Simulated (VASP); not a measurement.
Input of a VASP 6.6.1 run:

INCAR

```
PREC = Accurate
ENCUT = 500
EDIFF = 1E-6
ISMEAR = 0
SIGMA = 0.01
LREAL = False
LASPH = True
NELM = 120
ALGO = Normal
ISIF = 2
LWAVE = False
LCHARG = False
NBANDS = 19
GGA_COMPAT = False
```

Contents of KPOINTS:

```
regular mesh
0
Gamma
  4 4 4
```

POSCAR

```
SrCl2
1.0
    2.4567214836      1.4183888098      4.0153159317
   -2.4567214836      1.4183888098      4.0153159317
    0.0000000000     -2.8367776197      4.0153159316
Sr Cl
1 2
Direct
    0.0000000000      0.0000000000      0.0000000000
    0.2499511381      0.2499511381      0.2499511381
    0.7500488619      0.7500488619      0.7500488619
```

Potentials or basis: VASP PAW LDA potentials, release 64 (Sr_sv, Cl).

Run with:

```bash
$ cat potpaw_LDA.64/Sr_sv/POTCAR potpaw_LDA.64/Cl/POTCAR > POTCAR
$ mpirun -np 1 vasp_std > vasp.out
```

Question: What does it give for the band gap on the k mesh?

Answer: 4.93 eV (least direct gap 5.14 eV).

Question: Predict the pressure.

Answer: -2.4 GPa.

A k mesh can miss the band edges.
